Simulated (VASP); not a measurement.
# C in VASP: notebook

Runs on C. Level: PBE+D3(BJ). Tasks: single point.

Program: VASP 6.6.1. These are calculated values, not measurements. Logs are shortened: lines on timing, memory, paths and dates and some standing lists are left out, and cuts for length are marked.

**1. The cell of the first run**

The structure is orthorhombic, space group Pmma (No. 51). Conventional cell: a = 2.465 Å, b = 3.572 Å, c = 4.269 Å, α = 90.00°, β = 90.00°, γ = 90.00°. Within 1.8 Å of C (site symmetry mm2) lie 3 C at 1.37 to 1.42 Å. Within 1.9 Å of C (site symmetry mm2) lie 3 C at 1.42 to 1.49 Å.

**2. Single point, PBE+D3(BJ) (atoms displaced along a vibrational mode)**

Input file INCAR:

```
PREC = Accurate
ENCUT = 520
EDIFF = 1E-7
ISMEAR = 0
SIGMA = 0.15
LREAL = F
LASPH = T
NELM = 100
ALGO = Normal
ISIF = 2
LWAVE = F
LCHARG = F
GGA = PE
IVDW = 12
NBANDS = 16
```

Input file KPOINTS:

```
Automatic mesh
0
Gamma
  18 12 10
```

Input file POSCAR:

```
C
1.0
   -2.4646600698      0.0000000000      0.0000000000
    0.0000000000      0.0000000000     -3.5719696368
    0.0000000000     -4.2689164642      0.0000000000
C
4
Direct
    0.5000000000      0.0000000000      0.1807217555
    0.0000000000      0.0000000000      0.6526115779
    0.0000000000      0.0000000000      0.3192782445
    0.5000000000      0.0000000000      0.8473884221
```

Potentials or basis: VASP PAW PBE potentials, release 64 (C).

Command:

```sh
> cat potpaw_PBE.64/C/POTCAR > POTCAR
> mpirun -np 1 vasp_std > vasp.out
```

OUTCAR:

```text
PREC = Accurate
   ENCUT = 520
   EDIFF = 1E-7
   ISMEAR = 0
   LREAL = F
   LASPH = T
   NELM = 100
   ISIF = 2
   GGA = PE
   IVDW = 12
 IVDW          = 12

 ion  position               nearest neighbor table
   1  0.500  0.000  0.181-   3 1.37   3 1.37   4 1.42
   2  0.000  0.000  0.653-   3 1.42   4 1.49   4 1.49
   3  0.000  0.000  0.319-   1 1.37   1 1.37   2 1.42
   4  0.500  0.000  0.847-   1 1.42   2 1.49   2 1.49

  LATTYP: Found a simple orthorhombic cell.
 ALAT       =     2.4646600698
 B/A-ratio  =     1.4492747623
 C/A-ratio  =     1.7320508075

  Lattice vectors:

 A1 = (  -2.4646600698,   0.0000000000,   0.0000000000)
 A2 = (   0.0000000000,   0.0000000000,  -3.5719696368)
 A3 = (   0.0000000000,  -4.2689164642,   0.0000000000)

Analysis of symmetry for initial positions (statically):
=====================================================================
 Subroutine PRICEL returns:
 Original cell was already a primitive cell.

 Routine SETGRP: Setting up the symmetry group for a
 simple orthorhombic supercell.

 Subroutine GETGRP returns: Found  8 space group operations
 (whereof  4 operations were pure point group operations)
 out of a pool of  8 trial point group operations.

The static configuration has the point symmetry C_2v.
 The point group associated with its full space group is D_2h.

Analysis of symmetry for dynamics (positions and initial velocities):
=====================================================================
 Subroutine PRICEL returns:
 Original cell was already a primitive cell.

 Routine SETGRP: Setting up the symmetry group for a
 simple orthorhombic supercell.

 Subroutine GETGRP returns: Found  8 space group operations
 (whereof  4 operations were pure point group operations)
 out of a pool of  8 trial point group operations.

The dynamic configuration has the point symmetry C_2v.
 The point group associated with its full space group is D_2h.

 Subroutine INISYM returns: Found  8 space group operations
 (whereof  4 operations are pure point group operations),
 and found     1 'primitive' translations

----------------------------------------------------------------------------------------

                                     Primitive cell

  volume of cell :      37.5822

  direct lattice vectors                    reciprocal lattice vectors
    -2.464660070  0.000000000  0.000000000    -0.405735465  0.000000000  0.000000000
     0.000000000  0.000000000 -3.571969637     0.000000000  0.000000000 -0.279957587
     0.000000000 -4.268916464  0.000000000     0.000000000 -0.234251480  0.000000000

  length of vectors
     2.464660070  3.571969637  4.268916464     0.405735465  0.279957587  0.234251480

  position of ions in fractional coordinates (direct lattice)
     0.500000000  0.000000000  0.180721756
     0.000000000  0.000000000  0.652611578
     0.000000000  0.000000000  0.319278244
     0.500000000  0.000000000  0.847388422

  ion indices of the primitive-cell ions
   primitive index   ion index
                 1           1
                 2           2
                 3           3
                 4           4

----------------------------------------------------------------------------------------

 KPOINTS: Automatic mesh

Automatic generation of k-mesh.
 Grid dimensions read from file:
 generate k-points for:   18   12   10

 Generating k-lattice:

  Cartesian coordinates                     Fractional coordinates (reciprocal lattice)
    -0.022540859  0.000000000  0.000000000     0.055555556  0.000000000  0.000000000
     0.000000000  0.000000000 -0.023329799     0.000000000  0.083333333  0.000000000
     0.000000000 -0.023425148  0.000000000     0.000000000  0.000000000  0.100000000

  Length of vectors
     0.022540859  0.023329799  0.023425148

  Shift w.r.t. Gamma in fractional coordinates (k-lattice)
     0.000000000  0.000000000  0.000000000

 Subroutine IBZKPT returns following result:
 ===========================================

 Found    420 irreducible k-points:

 Following reciprocal coordinates:
            Coordinates               Weight
  0.000000  0.000000  0.000000      1.000000
  0.055556  0.000000  0.000000      2.000000
  0.111111  0.000000  0.000000      2.000000
  0.166667  0.000000  0.000000      2.000000
  0.222222  0.000000  0.000000      2.000000
  0.277778  0.000000  0.000000      2.000000
[... 16 lines left out ...]
  0.111111  0.166667  0.000000      4.000000
  0.166667  0.166667  0.000000      4.000000
 [... further k-points ...]
   k-points           NKPTS =    420   k-points in BZ     NKDIM =    420   number of bands    NBANDS=     16
   number of dos      NEDOS =    301   number of ions     NIONS =      4
   total plane-waves  NPLWV =  16128
   dimension x,y,z NGX =    18 NGY =   28 NGZ =   32
   dimension x,y,z NGXF=    36 NGYF=   56 NGZF=   64
   ions per type =               4
   NGX,Y,Z   is equivalent  to a cutoff of  12.14, 13.03, 12.46 a.u.
   NGXF,Y,Z  is equivalent  to a cutoff of  24.28, 26.06, 24.92 a.u.
 SYSTEM =  unknown system
   PREC   = accura    normal or accurate (medium, high low for compatibility)
   ISTART =      0    job   : 0-new  1-cont  2-samecut
   ICHARG =      2    charge: 1-file 2-atom 10-const
   ISPIN  =      1    spin polarized calculation?
   LNONCOLLINEAR =      F non collinear calculations
   LSORBIT =      F    spin-orbit coupling
   LASPH  =      T    aspherical Exc in radial PAW
   ENCUT  =  520.0 eV  38.22 Ry    6.18 a.u.   4.58  6.64  7.94*2*pi/ulx,y,z
   NELM   =    100;   NELMIN=  2; NELMDL= -5     # of ELM steps
   EDIFF  = 0.1E-06   stopping-criterion for ELM
   LREAL  =      F    real-space projection
   EDIFFG = 0.1E-05   stopping-criterion for IOM
   NSW    =      0    number of steps for IOM
   IBRION =     -1    ionic relax: 0-MD 1-quasi-New 2-CG
   NFREE  =      0    steps in history (QN), initial steepest desc. (CG)
   ISIF   =      2    stress and relaxation
   ISYM   =      2    0-nonsym 1-usesym 2-fastsym
   POTIM  = 0.5000    time-step for ionic-motion
   TEBEG  =    0.0;   TEEND  =   0.0 temperature during run
   PSTRESS=    0.0 pullay stress
   NELECT =      16.0000    total number of electrons
   NUPDOWN=      -1.0000    fix difference up-down
   EMIN   =  10.00;   EMAX   =-10.00  energy-range for DOS
   EFERMI =   0.00;   METHOD = LEGACY
   ISMEAR =     0;   SIGMA  =   0.15  broadening in eV -4-tet -1-fermi 0-gaus
   EFERMI_NEDOS =   21; number of points for ismear=-14 and -15
   IALGO  =     38    algorithm
   IMIX   =      4    mixing-type and parameters
     AMIX     =   0.40;   BMIX     =  1.00
     AMIX_MAG =   1.60;   BMIX_MAG =  1.00
  volume/ion in A,a.u.               =       9.40        63.40
  Fermi-wavevector in a.u.,A,eV,Ry     =   1.231556  2.327303 20.636352  1.516729
  Thomas-Fermi vector in A             =   2.366360
   LORBIT       =      0    0 simple, 1 ext, 2 COOP (PROOUT), +10 PAW based schemes
   GGA     = PE    functional components
   LHFCALC =     F    Hartree Fock is set to
   AEXX    =    0.0000 exact exchange contribution
   IVDW    =    12    specifies the selected vdW correction
   LEPSILON=     F    determine dielectric tensor
   LRPA    =     F    only Hartree local field effects (RPA)
 non-spin polarized calculation
 Gauss-broadening in eV      SIGMA  =   0.15
  energy-cutoff  :      520.00
  volume of cell :       37.58
 maximum number of plane-waves:      1040
   NGX =  9   NGY = 13   NGZ = 15

 number of electron      16.0000003 magnetization

 Free energy of the ion-electron system (eV)
  ---------------------------------------------------
  ext. energy  EPLUGINS =         0.00000000
  ---------------------------------------------------
  free energy    TOTEN  =       -36.29680252 eV

  energy without entropy =      -36.29637631  energy(sigma->0) =      -36.29658941

 E-fermi :   4.1783     XC(G=0):  -9.8827

 val. band max:        4.1432610868   @ k =   0.3333   0.2500   0.0000
 cond. band min:       4.2059233901   @ k =   0.3333   0.2500   0.0000
 fundamental gap:      0.0626623033
 Fermi energy:         4.1782521602

 k-point     1 :       0.0000    0.0000    0.0000
  band No.  band energies     occupation
      1     -15.5335      2.00000
      2     -10.0338      2.00000
      3      -9.1863      2.00000
      4      -2.8555      2.00000
      5      -2.7899      2.00000
      6       1.2818      2.00000
[... 8 lines left out ...]
     15      15.1247      0.00000
     16      15.7963      0.00000

 k-point     2 :       0.0556    0.0000    0.0000
  band No.  band energies     occupation
      1     -15.4790      2.00000
      2      -9.9858      2.00000
      3      -9.1391      2.00000
      4      -3.0754      2.00000
      5      -2.7257      2.00000
      6       1.1566      2.00000
[... 8 lines left out ...]
     15      15.1715      0.00000
     16      15.5967      0.00000

 k-point     3 :       0.1111    0.0000    0.0000
  band No.  band energies     occupation
      1     -15.3159      2.00000
      2      -9.8420      2.00000
      3      -9.0004      2.00000
      4      -3.6785      2.00000
      5      -2.5338      2.00000
      6       0.7735      2.00000
[... 8 lines left out ...]
     15      15.3090      0.00000
     16      15.3102      0.00000

 k-point     4 :       0.1667    0.0000    0.0000
  band No.  band energies     occupation
      1     -15.0445      2.00000
      2      -9.6026      2.00000
      3      -8.7811      2.00000
      4      -4.5338      2.00000
      5      -2.2161      2.00000
      6      -0.1415      2.00000
[... 8 lines left out ...]
     15      15.5274      0.00000
     16      15.7477      0.00000
[... 324 lines left out ...]
 k-point    22 :       0.0556    0.1667    0.0000
  band No.  band energies     occupation
      1     -15.4358      2.00000
      2      -9.9526      2.00000
      3      -9.1128      2.00000
      4      -3.1207      2.00000
      5      -3.0682      2.00000
      6       1.1615      2.00000
[... 8 lines left out ...]
     15      15.6430      0.00000
     16      16.0629      0.00000

 k-point    23 :       0.1111    0.1667    0.0000
  band No.  band energies     occupation
      1     -15.2730      2.00000
      2      -9.8092      2.00000
      3      -8.9743      2.00000
      4      -3.6690      2.00000
      5      -2.9262      2.00000
      6       0.7819      2.00000
[... 8 lines left out ...]
     15      15.6800      0.00000
     16      16.1889      0.00000

 k-point    24 :       0.1667    0.1667    0.0000
  band No.  band energies     occupation
      1     -15.0024      2.00000
      2      -9.5705      2.00000
      3      -8.7553      2.00000
      4      -4.5214      2.00000
      5      -2.6039      2.00000
      6      -0.1309      2.00000
[... 8 lines left out ...]
     15      15.8579      0.00000
     16      16.3845      0.00000

 [... further k-points ...]

------------------------ aborting loop because EDIFF is reached ----------------------------------------

 Edisp (eV)   -0.57266

 E8    (eV) :    -0.1609

  FORCE on cell =-STRESS in cart. coord.  units (eV):
  Direction    XX          YY          ZZ          XY          YZ          ZX
  --------------------------------------------------------------------------------------
  -------------------------------------------------------------------------------------
  Total       1.98445     0.07492    -0.01096     0.00000     0.00000     0.00000
  in kB      84.59979     3.19383    -0.46740     0.00000     0.00000     0.00000
  external pressure =       29.11 kB  Pullay stress =        0.00 kB

 VOLUME and BASIS-vectors are now :
 -----------------------------------------------------------------------------
  energy-cutoff  :      520.00
  volume of cell :       37.58
      direct lattice vectors                 reciprocal lattice vectors
    -2.464660070  0.000000000  0.000000000    -0.405735465  0.000000000  0.000000000
     0.000000000  0.000000000 -3.571969637     0.000000000  0.000000000 -0.279957587
     0.000000000 -4.268916464  0.000000000     0.000000000 -0.234251480  0.000000000

 POSITION                                       TOTAL-FORCE (eV/Angst)
 -----------------------------------------------------------------------------------
     -1.23233     -0.77149      0.00000         0.000000      4.823460      0.000000
      0.00000     -2.78594      0.00000         0.000000     -4.560439      0.000000
      0.00000     -1.36297      0.00000         0.000000     -4.823460      0.000000
     -1.23233     -3.61743      0.00000         0.000000      4.560439      0.000000
 -----------------------------------------------------------------------------------
    total drift:                               -0.000000      0.000000      0.000000

  FREE ENERGIE OF THE ION-ELECTRON SYSTEM (eV)
  ---------------------------------------------------
  free  energy   TOTEN  =       -36.8694637160 eV

  energy  without entropy=      -36.8690375059  energy(sigma->0) =      -36.86925061
```

It took 79 s on 1 thread of Intel Xeon 6975P-C (Granite Rapids), shared host; peak memory 0.29 GiB.

Results:

```
Free energy                : -36.8695 eV
Pressure                   : 2.9 GPa
Largest force              : 4.823 eV/Å
Band gap on the k mesh     : zero (bands 8 and 9 overlap by 0.86 eV)
Dispersion energy per atom : -0.143 eV
```

Forces in eV/Å, atoms in the order of the input:
```
C    0.000  4.823  0.000
C    0.000 -4.560  0.000
C    0.000 -4.823  0.000
C    0.000  4.560  0.000
```

Levels at points of the mesh, in eV from the Fermi level:
```csv
k point,band 5,band 6,band 7,band 8,band 9,band 10,band 11,band 12
"(0.00, 0.00, 0.00)",-6.97,-2.90,-2.50,-1.77,2.30,3.81,6.75,8.09
"(0.50, 0.00, 0.00)",-8.96,-8.96,-2.21,-2.21,3.23,3.23,9.24,9.24
"(0.00, 0.50, 0.00)",-7.01,-2.88,-2.79,-2.48,1.01,6.95,8.15,8.95
"(0.50, 0.50, 0.00)",-8.89,-8.89,-3.32,-3.32,2.42,2.42,10.38,10.38
"(0.00, 0.00, 0.50)",-6.55,-5.78,-4.64,-3.65,5.52,5.77,6.86,7.33
"(0.50, 0.00, 0.50)",-6.33,-6.33,-1.91,-1.91,2.36,2.36,6.93,6.93
"(0.00, 0.50, 0.50)",-6.71,-6.52,-6.05,-3.62,6.17,7.41,7.70,8.85
"(0.50, 0.50, 0.50)",-6.30,-6.30,-2.89,-2.89,1.07,1.07,7.18,7.18
```

Caveat: the cell differs from its parent crystal (atoms displaced along a vibrational mode); forces of over 1 eV/Å act on the atoms, so gaps and moduli don't describe the material at rest.

**3. Single point, PBE+D3(BJ) (atoms displaced along a vibrational mode)**

Input file INCAR:

```
PREC = Accurate ; ENCUT = 520
EDIFF = 1E-6 ; ISMEAR = 0
SIGMA = 0.15 ; LREAL = False
LASPH = True ; NELM = 100
ALGO = Normal ; ISIF = 2
LWAVE = False ; LCHARG = False
GGA = PE ; IVDW = 12
NBANDS = 16
```

Input file KPOINTS:

```
regular mesh
0
Gamma
  18 12 10
```

Input file POSCAR:

```
C
1.0
   -2.4646600698      0.0000000000      0.0000000000
    0.0000000000      0.0000000000     -3.5719696368
    0.0000000000     -4.2689164642      0.0000000000
C
4
Direct
    0.5000000000      0.0000000000      0.1638556489
    0.0000000000      0.0000000000      0.6413675069
    0.0000000000      0.0000000000      0.3361443511
    0.5000000000      0.0000000000      0.8586324931
```

Potentials or basis: VASP PAW PBE potentials, release 64 (C).

Command:

```sh
> cat potpaw_PBE.64/C/POTCAR > POTCAR
> mpirun -np 1 vasp_std > vasp.out
```

It took 70 s on 1 thread of Intel Xeon 6975P-C (Granite Rapids), shared host; peak memory 0.29 GiB.

Results (log left out):

| Quantity | Value |
| --- | --- |
| Free energy | -36.2623 eV |
| Pressure | 9.0 GPa |
| Largest force | 10.534 eV/Å |
| Band gap on the k mesh | zero (bands 8 and 9 overlap by 0.65 eV) |
| Dispersion energy per atom | -0.144 eV |

Forces in eV/Å, atoms in the order of the input:
```
C     0.000  -3.814   0.000
C     0.000 -10.534   0.000
C     0.000   3.814   0.000
C     0.000  10.534   0.000
```

Stress tensor (GPa, compression positive):
```
 1.21  0.00  0.00
 0.00 26.31  0.00
 0.00  0.00 -0.37
```

Levels at points of the mesh, in eV from the Fermi level:
```
           k point  band 4  band 5  band 6  band 7  band 8  band 9  band 10  band 11  band 12  band 13
(0.00, 0.00, 0.00)   -6.73   -5.80   -4.36   -0.69   -0.59    1.10     4.08     6.19     7.70    10.48
(0.50, 0.00, 0.00)   -9.78   -9.11   -9.11   -2.38   -2.38    4.31     4.31     8.92     8.92    10.19
(0.00, 0.50, 0.00)   -8.12   -5.77   -4.34   -1.70   -0.66    0.00     6.23     7.95     9.35    10.69
(0.50, 0.50, 0.00)   -9.71   -9.02   -9.02   -3.41   -3.41    3.43     3.43     9.82     9.82    10.10
(0.00, 0.00, 0.50)   -7.64   -5.38   -4.97   -4.47   -2.79    5.76     6.05     6.94     8.01     8.38
(0.50, 0.00, 0.50)  -12.45   -6.31   -6.31   -2.15   -2.15    3.42     3.42     6.63     6.63    11.05
(0.00, 0.50, 0.50)   -7.58   -6.66   -5.86   -4.94   -2.75    6.33     7.34     8.53     9.63    10.75
(0.50, 0.50, 0.50)  -12.33   -6.27   -6.27   -3.08   -3.08    2.00     2.00     6.85     6.85    13.26
```

Caveat: the cell differs from its parent crystal (atoms displaced along a vibrational mode); the cell stands under pressure; forces of over 1 eV/Å act on the atoms, so gaps and moduli don't describe the material at rest.

**4. Single point, PBE+D3(BJ) (atoms displaced along a vibrational mode)**

Input file INCAR:

```
SYSTEM = C
PREC = Accurate ; ENCUT = 520
EDIFF = 1E-6 ; ISMEAR = 0
SIGMA = 0.15 ; LREAL = .FALSE.
LASPH = .TRUE. ; NELM = 100
ALGO = Normal ; ISIF = 2
LWAVE = .FALSE. ; LCHARG = .FALSE.
GGA = PE ; IVDW = 12
NBANDS = 16
```

Input file KPOINTS:

```
regular mesh
0
G
  18 12 10
  0 0 0
```

Input file POSCAR:

```
C
1.0
   -2.4646600698      0.0000000000      0.0000000000
    0.0000000000      0.0000000000     -3.5719696368
    0.0000000000     -4.2689164642      0.0000000000
C
4
Direct
    0.5000000000      0.0000000000      0.1638556489
    0.0000000000      0.0000000000      0.6638556489
    0.0000000000      0.0000000000      0.3361443511
    0.5000000000      0.0000000000      0.8361443511
```

Command:

```sh
> cat potpaw_PBE.64/C/POTCAR > POTCAR
> mpirun -np 1 vasp_std > vasp.out
```

Wall time 70 s (1 thread of Intel Xeon 6975P-C (Granite Rapids), shared host); peak memory 0.29 GiB.

Results (log left out):

* Free energy: -37.4041 eV
* Pressure: 0.7 GPa
* Largest force: 1.340 eV/Å
* Band gap on the k mesh: zero (bands 8 and 9 overlap by 0.59 eV)
* Dispersion energy per atom: -0.145 eV

Forces on the atoms (eV/Å):
```
C    0.000 -1.340  0.000
C    0.000 -1.340  0.000
C    0.000  1.340  0.000
C    0.000  1.340  0.000
```

Stress tensor (GPa, compression positive):
```
-1.44  0.00  0.00
 0.00  3.58  0.00
 0.00  0.00 -0.13
```

Levels at points of the mesh, in eV from the Fermi level:
```tsv
k point	band 6	band 7	band 8	band 9	band 10	band 11
(0.00, 0.00, 0.00)	-3.38	-2.67	-1.66	2.06	3.84	7.35
(0.50, 0.00, 0.00)	-9.15	-2.23	-2.23	3.40	3.40	9.27
(0.00, 0.50, 0.00)	-3.37	-2.67	-2.65	0.82	7.60	7.90
(0.50, 0.50, 0.00)	-9.09	-3.33	-3.33	2.57	2.57	10.30
(0.00, 0.00, 0.50)	-5.17	-4.83	-4.83	5.68	5.68	7.50
(0.50, 0.00, 0.50)	-6.49	-1.93	-1.93	2.52	2.52	7.22
(0.00, 0.50, 0.50)	-6.50	-4.80	-4.80	6.85	6.85	8.30
(0.50, 0.50, 0.50)	-6.46	-2.92	-2.92	1.21	1.21	7.46
```

Caveat: the cell differs from its parent crystal (atoms displaced along a vibrational mode); forces of over 1 eV/Å act on the atoms, so gaps and moduli don't describe the material at rest.

(Continued in part 2 of 2.)
